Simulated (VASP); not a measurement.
# ZnO (P6_3mc) in VASP: further runs, part 2 of 2

VASP 6.6.1. The steps go on from the part before.

## (4) Single point, PBE

This run uses another cell than the first one, of 11.81 Å³/atom, 0.971 times its volume.

Input file INCAR:

```
SYSTEM = ZnO
ALGO = Normal ; EDIFF = 1E-6
ENCUT = 520 ; GGA = PE
ISIF = 2 ; ISMEAR = 0
LASPH = .TRUE. ; LCHARG = .FALSE.
LREAL = .FALSE. ; LWAVE = .FALSE.
NBANDS = 26 ; NELM = 60
PREC = Accurate ; SIGMA = 0.01
```

Input file KPOINTS:

```
k-points
0
G
  12 12 6
  0 0 0
```

Input file POSCAR:

```
ZnO
1.0
    3.2353408614      0.0000000000      0.0000000000
   -1.6176704307      2.8018873759      0.0000000000
    0.0000000000      0.0000000000      5.2109518227
Zn O
2 2
Direct
    0.3333333333      0.6666666667     -0.0023477534
    0.6666666667      0.3333333333      0.4976522466
    0.3333333333      0.6666666667      0.3773477534
    0.6666666667      0.3333333333      0.8773477534
```

Potentials or basis: VASP PAW PBE potentials, release 64 (Zn, O).

Command:

```sh
$ cat potpaw_PBE.64/Zn/POTCAR potpaw_PBE.64/O/POTCAR > POTCAR
$ mpirun -np 1 vasp_std > vasp.out
```

OUTCAR:

```text
SYSTEM = ZnO
   EDIFF = 1E-6
   ENCUT = 520
   GGA = PE
   ISIF = 2
   ISMEAR = 0
   LASPH = .TRUE.
   LREAL = .FALSE.
   NELM = 60
   PREC = Accurate

 ion  position               nearest neighbor table
   1  0.333  0.667  0.998-   4 1.97   4 1.97   4 1.97   3 1.98
   2  0.667  0.333  0.498-   3 1.97   3 1.97   3 1.97   4 1.98
   3  0.333  0.667  0.377-   2 1.97   2 1.97   2 1.97   1 1.98
   4  0.667  0.333  0.877-   1 1.97   1 1.97   1 1.97   2 1.98

  LATTYP: Found a hexagonal cell.
 ALAT       =     3.2353408614
 C/A-ratio  =     1.6106345655

  Lattice vectors:

 A1 = (   3.2353408614,   0.0000000000,   0.0000000000)
 A2 = (  -1.6176704307,   2.8018873759,   0.0000000000)
 A3 = (   0.0000000000,   0.0000000000,   5.2109518227)

Analysis of symmetry for initial positions (statically):
=====================================================================
 Subroutine PRICEL returns:
 Original cell was already a primitive cell.

 Routine SETGRP: Setting up the symmetry group for a
 hexagonal supercell.

 Subroutine GETGRP returns: Found 12 space group operations
 (whereof  6 operations were pure point group operations)
 out of a pool of 24 trial point group operations.

The static configuration has the point symmetry C_3v.
 The point group associated with its full space group is C_6v.

Analysis of symmetry for dynamics (positions and initial velocities):
=====================================================================
 Subroutine PRICEL returns:
 Original cell was already a primitive cell.

 Routine SETGRP: Setting up the symmetry group for a
 hexagonal supercell.

 Subroutine GETGRP returns: Found 12 space group operations
 (whereof  6 operations were pure point group operations)
 out of a pool of 24 trial point group operations.

The dynamic configuration has the point symmetry C_3v.
 The point group associated with its full space group is C_6v.

 Subroutine INISYM returns: Found 12 space group operations
 (whereof  6 operations are pure point group operations),
 and found     1 'primitive' translations

----------------------------------------------------------------------------------------

                                     Primitive cell

  volume of cell :      47.2376

  direct lattice vectors                    reciprocal lattice vectors
     3.235340861  0.000000000  0.000000000     0.309086443  0.178451141  0.000000000
    -1.617670431  2.801887376  0.000000000     0.000000000  0.356902283  0.000000000
     0.000000000  0.000000000  5.210951823     0.000000000  0.000000000  0.191903521

  length of vectors
     3.235340861  3.235340861  5.210951823     0.356902283  0.356902283  0.191903521

  position of ions in fractional coordinates (direct lattice)
     0.333333333  0.666666667  0.997652247
     0.666666667  0.333333333  0.497652247
     0.333333333  0.666666667  0.377347753
     0.666666667  0.333333333  0.877347753

  ion indices of the primitive-cell ions
   primitive index   ion index
                 1           1
                 2           2
                 3           3
                 4           4

----------------------------------------------------------------------------------------

 KPOINTS: k-points

Automatic generation of k-mesh.
 Grid dimensions read from file:
 generate k-points for:   12   12    6

 Generating k-lattice:

  Cartesian coordinates                     Fractional coordinates (reciprocal lattice)
     0.025757204  0.014870928  0.000000000     0.083333333  0.000000000  0.000000000
     0.000000000  0.029741857  0.000000000     0.000000000  0.083333333  0.000000000
     0.000000000  0.000000000  0.031983920     0.000000000  0.000000000  0.166666667

  Length of vectors
     0.029741857  0.029741857  0.031983920

  Shift w.r.t. Gamma in fractional coordinates (k-lattice)
     0.000000000  0.000000000  0.000000000

 Subroutine IBZKPT returns following result:
 ===========================================

 Found     76 irreducible k-points:

 Following reciprocal coordinates:
            Coordinates               Weight
  0.000000  0.000000  0.000000      1.000000
  0.083333 -0.000000  0.000000      6.000000
  0.166667 -0.000000  0.000000      6.000000
  0.250000  0.000000  0.000000      6.000000
  0.333333  0.000000  0.000000      6.000000
  0.416667 -0.000000  0.000000      6.000000
[... 16 lines left out ...]
  0.250000  0.000000  0.166667     12.000000
  0.333333  0.000000  0.166667     12.000000
 [... further k-points ...]
   k-points           NKPTS =     76   k-points in BZ     NKDIM =     76   number of bands    NBANDS=     26
   number of dos      NEDOS =    301   number of ions     NIONS =      4
   total plane-waves  NPLWV =  23040
   dimension x,y,z NGX =    24 NGY =   24 NGZ =   40
   dimension x,y,z NGXF=    48 NGYF=   48 NGZF=   80
   ions per type =               2   2
   NGX,Y,Z   is equivalent  to a cutoff of  12.33, 12.33, 12.76 a.u.
   NGXF,Y,Z  is equivalent  to a cutoff of  24.66, 24.66, 25.52 a.u.
 SYSTEM =  ZnO
   PREC   = accura    normal or accurate (medium, high low for compatibility)
   ISTART =      0    job   : 0-new  1-cont  2-samecut
   ICHARG =      2    charge: 1-file 2-atom 10-const
   ISPIN  =      1    spin polarized calculation?
   LNONCOLLINEAR =      F non collinear calculations
   LSORBIT =      F    spin-orbit coupling
   LASPH  =      T    aspherical Exc in radial PAW
   ENCUT  =  520.0 eV  38.22 Ry    6.18 a.u.   6.02  6.02  9.69*2*pi/ulx,y,z
   NELM   =     60;   NELMIN=  2; NELMDL= -5     # of ELM steps
   EDIFF  = 0.1E-05   stopping-criterion for ELM
   LREAL  =      F    real-space projection
   EDIFFG = 0.1E-04   stopping-criterion for IOM
   NSW    =      0    number of steps for IOM
   IBRION =     -1    ionic relax: 0-MD 1-quasi-New 2-CG
   NFREE  =      0    steps in history (QN), initial steepest desc. (CG)
   ISIF   =      2    stress and relaxation
   ISYM   =      2    0-nonsym 1-usesym 2-fastsym
   POTIM  = 0.5000    time-step for ionic-motion
   TEBEG  =    0.0;   TEEND  =   0.0 temperature during run
   PSTRESS=    0.0 pullay stress
   NELECT =      36.0000    total number of electrons
   NUPDOWN=      -1.0000    fix difference up-down
   EMIN   =  10.00;   EMAX   =-10.00  energy-range for DOS
   EFERMI =   0.00;   METHOD = LEGACY
   ISMEAR =     0;   SIGMA  =   0.01  broadening in eV -4-tet -1-fermi 0-gaus
   EFERMI_NEDOS =   21; number of points for ismear=-14 and -15
   IALGO  =     38    algorithm
   IMIX   =      4    mixing-type and parameters
     AMIX     =   0.40;   BMIX     =  1.00
     AMIX_MAG =   1.60;   BMIX_MAG =  1.00
  volume/ion in A,a.u.               =      11.81        79.69
  Fermi-wavevector in a.u.,A,eV,Ry     =   1.495362  2.825825 30.424099  2.236108
  Thomas-Fermi vector in A             =   2.607517
   LORBIT       =      0    0 simple, 1 ext, 2 COOP (PROOUT), +10 PAW based schemes
   GGA     = PE    functional components
   LHFCALC =     F    Hartree Fock is set to
   AEXX    =    0.0000 exact exchange contribution
   IVDW    =     0    specifies the selected vdW correction
   LEPSILON=     F    determine dielectric tensor
   LRPA    =     F    only Hartree local field effects (RPA)
 non-spin polarized calculation
 Gauss-broadening in eV      SIGMA  =   0.01
  energy-cutoff  :      520.00
  volume of cell :       47.24
 maximum number of plane-waves:      1296
   NGX = 13   NGY = 13   NGZ = 19

 number of electron      36.0000032 magnetization

 Free energy of the ion-electron system (eV)
  ---------------------------------------------------
  ext. energy  EPLUGINS =         0.00000000
  ---------------------------------------------------
  free energy    TOTEN  =       -17.80855323 eV

  energy without entropy =      -17.80855323  energy(sigma->0) =      -17.80855323

 E-fermi :   1.3381     XC(G=0): -10.9525

 val. band max:        1.2767082695   @ k =   0.0000   0.0000   0.0000
 cond. band min:       2.0702983536   @ k =   0.0000   0.0000   0.0000
 fundamental gap:      0.7935900841
 Fermi energy:         1.3380536673

 k-point     1 :       0.0000    0.0000    0.0000
  band No.  band energies     occupation
      1     -16.8802      2.00000
      2     -16.1464      2.00000
      3      -4.4618      2.00000
      4      -4.4618      2.00000
      5      -4.4234      2.00000
      6      -4.4081      2.00000
[... 685 lines left out ...]
     25      14.7561      0.00000
     26      15.3579      0.00000

 [... further k-points ...]

------------------------ aborting loop because EDIFF is reached ----------------------------------------

  FORCE on cell =-STRESS in cart. coord.  units (eV):
  Direction    XX          YY          ZZ          XY          YZ          ZX
  --------------------------------------------------------------------------------------
  -------------------------------------------------------------------------------------
  Total        2.1134094      2.1134094      2.1478875      0.0000000      0.0000000      0.0000000
  in kB       71.6813938     71.6813938     72.8508009      0.0000000      0.0000000      0.0000000
  external PRESSURE =      72.0711962 kB  Pullay stress =       0.0000000 kB

 VOLUME and BASIS-vectors are now :
 -----------------------------------------------------------------------------
  energy-cutoff  :      520.00
  volume of cell :       47.24
      direct lattice vectors                 reciprocal lattice vectors
     3.235340861  0.000000000  0.000000000     0.309086443  0.178451141  0.000000000
    -1.617670431  2.801887376  0.000000000     0.000000000  0.356902283  0.000000000
     0.000000000  0.000000000  5.210951823     0.000000000  0.000000000  0.191903521

 POSITION                                       TOTAL-FORCE (eV/Angst)
 -----------------------------------------------------------------------------------
     -0.00000      1.86792      5.19872         0.000000     -0.000000      0.003190
      1.61767      0.93396      2.59324        -0.000000     -0.000000      0.003190
     -0.00000      1.86792      1.96634         0.000000     -0.000000     -0.003190
      1.61767      0.93396      4.57182        -0.000000      0.000000     -0.003190
 -----------------------------------------------------------------------------------
    total drift:                                0.000001      0.000001     -0.004315

  FREE ENERGIE OF THE ION-ELECTRON SYSTEM (eV)
  ---------------------------------------------------
  free  energy   TOTEN  =       -17.8085532330 eV

  energy  without entropy=      -17.8085532330  energy(sigma->0) =      -17.80855323
```

OSZICAR:

```text
N       E                     dE             d eps       ncg     rms          rms(c)
DAV:   1     0.297714681986E+03    0.29771E+03   -0.18235E+04  3992   0.202E+03
DAV:   2     0.109744588831E+02   -0.28674E+03   -0.26894E+03  4156   0.413E+02
DAV:   3    -0.204412913011E+02   -0.31416E+02   -0.31020E+02  4412   0.139E+02
DAV:   4    -0.210481440450E+02   -0.60685E+00   -0.60539E+00  4326   0.198E+01
DAV:   5    -0.210511889386E+02   -0.30449E-02   -0.30447E-02  4296   0.145E+00    0.149E+01
DAV:   6    -0.176353589995E+02    0.34158E+01   -0.65864E+00  6212   0.613E+01    0.915E+00
DAV:   7    -0.178459198366E+02   -0.21056E+00   -0.29375E+00  4044   0.170E+01    0.546E+00
DAV:   8    -0.178565365457E+02   -0.10617E-01   -0.49478E-01  5860   0.753E+00    0.163E+00
DAV:   9    -0.178057208668E+02    0.50816E-01   -0.10323E-01  5818   0.638E+00    0.293E-01
DAV:  10    -0.178084543352E+02   -0.27335E-02   -0.37254E-02  3990   0.132E+00    0.133E-01
DAV:  11    -0.178085112127E+02   -0.56878E-04   -0.54767E-04  4264   0.219E-01    0.306E-02
DAV:  12    -0.178085513497E+02   -0.40137E-04   -0.75717E-05  4458   0.212E-01    0.199E-02
DAV:  13    -0.178085589590E+02   -0.76093E-05   -0.19169E-05  4508   0.914E-02    0.200E-02
DAV:  14    -0.178085533071E+02    0.56519E-05   -0.11738E-05  5088   0.400E-02    0.257E-03
DAV:  15    -0.178085532330E+02    0.74037E-07   -0.33563E-06  3784   0.159E-02
   1 F= -.17808553E+02 E0= -.17808553E+02  d E =-.591149E-21
```

stdout:

```text
POSCAR found type information on POSCAR ZnO
 POSCAR found :  2 types and       4 ions
 scaLAPACK will be used
 LDA part: xc-table for (Slater+PW92), standard interpolation
 POSCAR, INCAR and KPOINTS ok, starting setup
 FFT: planning ... GRIDC
 FFT: planning ... GRID_SOFT
 FFT: planning ... GRID
 WAVECAR not read
 entering main loop
```

It took 91 s on 1 thread of Intel Xeon Platinum 8259CL at 2.50GHz (Skylake/Cascade Lake), shared host; peak memory 0.21 GiB.

What came out:

```yaml
Free_energy: -17.8086 eV
Pressure: 7.2 GPa
Largest_force: 0.003 eV/Å
Band_gap_on_the_k_mesh: 0.79 eV, direct
```

Forces in eV/Å, atoms in the order of the input:
```
Zn   0.000  0.000  0.003
Zn   0.000  0.000  0.003
O    0.000  0.000 -0.003
O    0.000  0.000 -0.003
```

Stress tensor (GPa, compression positive):
```
7.17 0.00 0.00
0.00 7.17 0.00
0.00 0.00 7.29
```

## (5) Summary

| level | cell | k mesh | gap on the mesh (eV) | pressure (GPa) |
| --- | --- | --- | --- | --- |
| r2SCAN | a = 3.267, b = 3.267, c = 5.263 Å, angles 90.0, 90.0, 120.0°, 4 atoms | 9 × 9 × 4 | 1.19 | -3.3 |
| r2SCAN | a = 3.299, b = 3.299, c = 5.313 Å, angles 90.0, 90.0, 120.0°, 4 atoms | 9 × 9 × 4 | 1.14 | -6.9 |
| PBE | a = 3.235, b = 3.235, c = 5.211 Å, angles 90.0, 90.0, 120.0°, 4 atoms | 12 × 12 × 6 | 0.79 | 7.2 |

Alike in all rows: task single point; potentials or basis VASP PAW PBE potentials, release 64 (Zn, O); no spin polarisation; cutoff (eV) 520; smearing gaussian 0.01 eV.

Caveats: the PAW data sets were made with another functional, which shifts forces and pressure a little (some runs).

Absolute energies hang on the potentials; compare differences alone.
